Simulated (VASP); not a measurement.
# Nb (Im-3m) in VASP: further runs, part 2 of 2

VASP 6.6.1. The steps go on from the part before.

## (4) Relaxation of cell and atoms, LDA

This run uses another cell than the first one, of 17.97 Å³/atom, 1.027 times its volume.

Input file INCAR:

```
SYSTEM = Nb
PREC = Accurate
ENCUT = 600
EDIFF = 1E-6
ISMEAR = 1
SIGMA = 0.1
LREAL = .FALSE.
LASPH = .TRUE.
NELM = 100
ALGO = Normal
ISIF = 3
LWAVE = .FALSE.
LCHARG = .FALSE.
IBRION = 2
NSW = 60
EDIFFG = -0.005
```

Input file KPOINTS:

```
Automatic mesh
0
G
  23 23 23
  0 0 0
```

Input file POSCAR:

```
Nb
1.0
   -1.6500000000      1.6500000000      1.6500000000
    1.6500000000     -1.6500000000      1.6500000000
    1.6500000000      1.6500000000     -1.6500000000
Nb
1
Direct
    0.0000000000      0.0000000000      0.0000000000
```

Potentials or basis: VASP PAW LDA potentials, release 64 (Nb_sv).

Command:

```sh
$ cat potpaw_LDA.64/Nb_sv/POTCAR > POTCAR
$ mpirun -np 1 vasp_std > vasp.out
```

OUTCAR:

```text
SYSTEM = Nb
   PREC = Accurate
   ENCUT = 600
   EDIFF = 1E-6
   ISMEAR = 1
   LREAL = .FALSE.
   LASPH = .TRUE.
   NELM = 100
   ISIF = 3
   IBRION = 2
   NSW = 60
   EDIFFG = -0.005

 ion  position               nearest neighbor table
   1  0.000  0.000  0.000-

  LATTYP: Found a body centered cubic cell.
 ALAT       =     3.3000000000

  Lattice vectors:

 A1 = (  -1.6500000000,   1.6500000000,   1.6500000000)
 A2 = (   1.6500000000,  -1.6500000000,   1.6500000000)
 A3 = (   1.6500000000,   1.6500000000,  -1.6500000000)

Analysis of symmetry for initial positions (statically):
=====================================================================
 Subroutine PRICEL returns:
 Original cell was already a primitive cell.

 Routine SETGRP: Setting up the symmetry group for a
 body centered cubic supercell.

 Subroutine GETGRP returns: Found 48 space group operations
 (whereof 48 operations were pure point group operations)
 out of a pool of 48 trial point group operations.

The static configuration has the point symmetry O_h .

Analysis of symmetry for dynamics (positions and initial velocities):
=====================================================================
 Subroutine PRICEL returns:
 Original cell was already a primitive cell.

 Routine SETGRP: Setting up the symmetry group for a
 body centered cubic supercell.

 Subroutine GETGRP returns: Found 48 space group operations
 (whereof 48 operations were pure point group operations)
 out of a pool of 48 trial point group operations.

The dynamic configuration has the point symmetry O_h .

 Subroutine INISYM returns: Found 48 space group operations
 (whereof 48 operations are pure point group operations),
 and found     1 'primitive' translations

----------------------------------------------------------------------------------------
[... 121 lines left out ...]
   LRPA    =     F    only Hartree local field effects (RPA)
 conjugate gradient relaxation of ions
 non-spin polarized calculation
 Methfessel and Paxton  Order N= 1 SIGMA  =   0.10
  energy-cutoff  :      600.00
  volume of cell :       17.97
 maximum number of plane-waves:       616
   NGX = 11   NGY = 11   NGZ = 11

--------------------------------------- Ionic step        1  -------------------------------------------

 number of electron      13.0000000 magnetization

 Free energy of the ion-electron system (eV)
  ---------------------------------------------------
  ext. energy  EPLUGINS =         0.00000000
  ---------------------------------------------------
  free energy    TOTEN  =       -11.23473662 eV

  energy without entropy =      -11.23517229  energy(sigma->0) =      -11.23488184

------------------------ aborting loop because EDIFF is reached ----------------------------------------

  FORCE on cell =-STRESS in cart. coord.  units (eV):
  Direction    XX          YY          ZZ          XY          YZ          ZX
  --------------------------------------------------------------------------------------
  -------------------------------------------------------------------------------------
  Total       -0.9792021     -0.9792021     -0.9792021      0.0000000      0.0000000      0.0000000
  in kB      -87.3114316    -87.3114316    -87.3114316      0.0000000      0.0000000      0.0000000
  external PRESSURE =     -87.3114316 kB  Pullay stress =       0.0000000 kB
[... 92 lines left out ...]
--------------------------------------- Ionic step        4  -------------------------------------------

 number of electron      13.0000001 magnetization

 Free energy of the ion-electron system (eV)
  ---------------------------------------------------
  ext. energy  EPLUGINS =         0.00000000
  ---------------------------------------------------
  free energy    TOTEN  =       -11.25915501 eV

  energy without entropy =      -11.25979311  energy(sigma->0) =      -11.25936771

 E-fermi :  11.7167     XC(G=0): -12.9818

 val. band max:       11.7164840118   @ k =  -0.3043   0.3043   0.1739
 cond. band min:      11.7395157612   @ k =  -0.3478   0.3913   0.0870
 fundamental gap:      0.0230317493
 Fermi energy:        11.7167143977

 k-point     1 :       0.0000    0.0000    0.0000
  band No.  band energies     occupation
      1     -42.2847      2.00000
      2     -17.6112      2.00000
      3     -17.6112      2.00000
      4     -17.6112      2.00000
      5       5.7168      2.00000
      6      12.0483     -0.00003
      7      12.0483     -0.00003
      8      12.0483     -0.00003
      9      15.1257      0.00000
     10      15.1257      0.00000
[... 287 lines left out ...]
 k-point    24 :       0.0870    0.0870    0.0000
  band No.  band energies     occupation
      1     -42.2220      2.00000
      2     -17.9697      2.00000
      3     -17.6926      2.00000
      4     -17.6431      2.00000
      5       6.6484      2.00000
      6      11.5848      2.06850
      7      11.6952      1.35476
      8      13.0557     -0.00000
      9      14.4276      0.00000
     10      15.2350      0.00000

 [... further k-points ...]
[... 5 lines left out ...]
  --------------------------------------------------------------------------------------
  -------------------------------------------------------------------------------------
  Total       -0.0030926     -0.0030926     -0.0030926      0.0000000      0.0000000     -0.0000000
  in kB       -0.2896248     -0.2896248     -0.2896248      0.0000000      0.0000000     -0.0000000
  external PRESSURE =      -0.2896248 kB  Pullay stress =       0.0000000 kB
[... 16 lines left out ...]
  FREE ENERGIE OF THE ION-ELECTRON SYSTEM (eV)
  ---------------------------------------------------
  free  energy   TOTEN  =       -11.2591550145 eV

  energy  without entropy=      -11.2597931063  energy(sigma->0) =      -11.25936771

 reached required accuracy - stopping structural energy minimisation
```

OSZICAR:

```text
N       E                     dE             d eps       ncg     rms          rms(c)
DAV:   1     0.134772077229E+03    0.13477E+03   -0.79919E+03  7312   0.145E+03
DAV:   2    -0.481662132543E+01   -0.13959E+03   -0.13607E+03  8030   0.500E+02
DAV:   3    -0.113470199312E+02   -0.65304E+01   -0.61458E+01 11286   0.945E+01
[... 35 lines left out ...]
DAV:   2    -0.112591757196E+02    0.34582E-03   -0.84987E-04 11246   0.457E-01    0.423E-02
DAV:   3    -0.112591398786E+02    0.35841E-04   -0.27015E-04 11350   0.203E-01    0.263E-02
DAV:   4    -0.112591480047E+02   -0.81261E-05   -0.98961E-06  9452   0.341E-02    0.145E-02
DAV:   5    -0.112591551333E+02   -0.71286E-05   -0.22333E-05 12750   0.379E-02    0.527E-03
DAV:   6    -0.112591550145E+02    0.11884E-06   -0.36374E-07  4292   0.838E-03
   4 F= -.11259155E+02 E0= -.11259368E+02  d E =-.244184E-01
```

It took 94 s on 1 thread of Intel Xeon 6975P-C, shared host; peak memory 0.21 GiB.

What came out:

```
Free energy                            : -11.2592 eV
Relaxed volume                         : 17.11 Å³/atom
Relaxed cell                           : a = 2.812 Å, b = 2.812 Å, c = 2.812 Å, α = 109.47°, β = 109.47°, γ = 109.47°
Space group after relaxing (to 0.05 Å) : Im-3m (No. 229)
Energy gained by relaxing              : 24.4 meV/atom
Ionic steps                            : 4
Pressure after relaxing                : 0.0 GPa
```

The path:
```csv
step,energy change (eV),largest force (eV/Å),pressure (GPa),volume (Å³)
1,0.0000,0.0000,-8.73,17.97
2,0.0773,0.0000,22.42,15.54
3,-0.0244,0.0000,-0.34,17.13
4,-0.0244,0.0000,-0.03,17.11
```

Final structure:
```
Nb
1.0
    -1.62322    1.62322    1.62322
     1.62322   -1.62322    1.62322
     1.62322    1.62322   -1.62322
Nb
1
Direct
  0.00000 0.00000 0.00000
```

Levels at points of the mesh, in eV from the Fermi level:
| k point | band 3 | band 4 | band 5 | band 6 | band 7 | band 8 | band 9 | band 10 |
| --- | --- | --- | --- | --- | --- | --- | --- | --- |
| (0.00, 0.00, 0.00) | -29.33 | -29.33 | -6.00 | 0.33 | 0.33 | 0.33 | 3.41 | 3.41 |

## (5) Single point, PBE

This run uses another cell than the first one, of 18.12 Å³/atom, 1.036 times its volume.

Input file INCAR:

```
SYSTEM = Nb
  ALGO = Normal
  EDIFF = 1E-7
  ENCUT = 520
  GGA = PE
  ISIF = 2
  ISMEAR = 1
  LASPH = .TRUE.
  LCHARG = .FALSE.
  LREAL = .FALSE.
  LWAVE = .FALSE.
  NBANDS = 12
  NELM = 80
  PREC = Accurate
  SIGMA = 0.1
```

Input file KPOINTS:

```
k-points
0
G
  34 34 34
  0 0 0
```

Input file POSCAR:

```
Nb
1.0
   -1.6545280250      1.6545280250      1.6545280250
    1.6545280250     -1.6545280250      1.6545280250
    1.6545280250      1.6545280250     -1.6545280250
Nb
1
Direct
    0.0000000000      0.0000000000      0.0000000000
```

Potentials or basis: VASP PAW PBE potentials, release 64 (Nb_sv).

Command:

```sh
$ cat potpaw_PBE.64/Nb_sv/POTCAR > POTCAR
$ mpirun -np 1 vasp_std > vasp.out
```

Run time: 2.3 min. Hardware: 1 thread of Intel Xeon 6975P-C, shared host; peak memory 0.33 GiB.

The run converged. Its results:

| Item | Value |
| --- | --- |
| Free energy | -10.2166 eV |
| Pressure | -0.2 GPa |

Levels at points of the mesh, in eV from the Fermi level:
```
           k point  band 4  band 5  band 6  band 7  band 8  band 9  band 10  band 11
(0.00, 0.00, 0.00)  -29.68   -5.93    0.38    0.38    0.38    3.27     3.27    14.21
(0.50, 0.00, 0.00)  -29.69   -3.69   -1.63    2.26    3.29    3.97     6.33    11.61
(0.50, 0.50, 0.50)  -30.59   -3.68   -3.68    5.57    5.57    5.57     9.03     9.03
```

## (6) Relaxation of cell and atoms, r2SCAN

This run uses another cell than the first one, of 17.97 Å³/atom, 1.027 times its volume.

Input file POSCAR:

```
Nb
1.0
   -1.6500000000      1.6500000000      1.6500000000
    1.6500000000     -1.6500000000      1.6500000000
    1.6500000000      1.6500000000     -1.6500000000
Nb
1
Direct
    0.0000000000      0.0000000000      0.0000000000
```

Input file INCAR.step1:

```
PREC     = Accurate       # precision mode
ENCUT    = 600            # plane-wave cutoff, eV
ISMEAR   = 1              # smearing method
SIGMA    = 0.1            # smearing width, eV
LREAL    = False          # projectors in reciprocal space
LASPH    = True           # aspherical terms in the spheres
NELM     = 60             # most SCF steps
GGA      = PE             # functional
ALGO     = Normal         # electronic algorithm
EDIFF    = 1E-4           # SCF threshold, eV
LWAVE    = True           # write WAVECAR
LCHARG   = False          # write CHGCAR
```

Input file INCAR.step2:

```
PREC     = Accurate       # precision mode
ENCUT    = 600            # plane-wave cutoff, eV
EDIFF    = 1E-6           # SCF threshold, eV
ISMEAR   = 1              # smearing method
SIGMA    = 0.1            # smearing width, eV
LREAL    = False          # projectors in reciprocal space
LASPH    = True           # aspherical terms in the spheres
NELM     = 60             # most SCF steps
ALGO     = Normal         # electronic algorithm
ISIF     = 3              # what is computed and relaxed
LWAVE    = False          # write WAVECAR
LCHARG   = False          # write CHGCAR
METAGGA  = R2SCAN         # meta-GGA
LMIXTAU  = True         
IBRION   = 2              # ionic algorithm
NSW      = 60             # ionic steps
EDIFFG   = -0.005         # ionic threshold
ISTART   = 1
```

Input file KPOINTS:

```
Automatic mesh
0
Gamma
  23 23 23
```

Potentials or basis: VASP PAW PBE potentials, release 64 (Nb_sv).

Command:

```sh
$ cat potpaw_PBE.64/Nb_sv/POTCAR > POTCAR
$ cp INCAR.step1 INCAR
$ mpirun -np 1 vasp_std > vasp.out
$ cp INCAR.step2 INCAR
$ mpirun -np 1 vasp_std > vasp.out
```

It took 6 min on 1 thread of Intel Xeon 6975P-C, shared host; peak memory 0.22 GiB.

It converged, with:

* Free energy: -24.8419 eV
* Relaxed volume: 17.98 Å³/atom
* Relaxed cell: a = 2.859 Å, b = 2.859 Å, c = 2.859 Å, α = 109.47°, β = 109.47°, γ = 109.47°
* Space group after relaxing (to 0.05 Å): Im-3m (No. 229)
* Energy gained by relaxing: 0.0 meV/atom
* Ionic steps: 3
* Pressure after relaxing: 0.0 GPa

Final structure:
```xyz
1
Lattice="-1.6504 1.6504 1.6504 1.6504 -1.6504 1.6504 1.6504 1.6504 -1.6504" Properties=species:S:1:pos:R:3 pbc="T T T"
Nb    0.0000    0.0000    0.0000
```

Levels at points of the mesh, in eV from the Fermi level:
| k point | band 2 | band 3 | band 4 | band 5 | band 6 | band 7 | band 8 | band 9 | band 10 |
| --- | --- | --- | --- | --- | --- | --- | --- | --- | --- |
| (0.00, 0.00, 0.00) | -30.68 | -30.68 | -30.68 | -6.29 | 0.45 | 0.45 | 0.45 | 3.58 | 3.58 |

Caveat: the PAW data sets were made with another functional, which shifts forces and pressure a little.

## (7) Overview

| task | level | potentials or basis | cell | k mesh | cutoff (eV) | gap on the mesh (eV) | pressure (GPa) | relaxed volume (Å³/atom) |
| --- | --- | --- | --- | --- | --- | --- | --- | --- |
| single point | PBEsol | VASP PAW PBE potentials, release 64 (Nb_sv) | a = 2.832 Å, angles 109.5°, 1 atom | 23 × 23 × 23 | 520 | none | -0.3 | - |
| single point | PBE | VASP PAW PBE potentials, release 64 (Nb_sv) | a = 2.866 Å, angles 109.5°, 1 atom | 23 × 23 × 23 | 520 | none | -0.4 | - |
| relaxation of cell and atoms | LDA | VASP PAW LDA potentials, release 64 (Nb_sv) | relaxed from a = 2.858 Å, angles 109.5°, 1 atom | 23 × 23 × 23 | 600 | none | 0.0 | 17.11 |
| single point | PBE | VASP PAW PBE potentials, release 64 (Nb_sv) | a = 2.866 Å, angles 109.5°, 1 atom | 34 × 34 × 34 | 520 | none | -0.2 | - |
| relaxation of cell and atoms | r2SCAN | VASP PAW PBE potentials, release 64 (Nb_sv) | relaxed from a = 2.858 Å, angles 109.5°, 1 atom | 23 × 23 × 23 | 600 | none | 0.0 | 17.98 |

Alike in all rows: no spin polarisation; smearing methfessel-paxton 0.1 eV.

Caveats: the PAW data sets were made with another functional, which shifts forces and pressure a little (some runs).

Absolute energies hang on the potentials; compare differences alone.
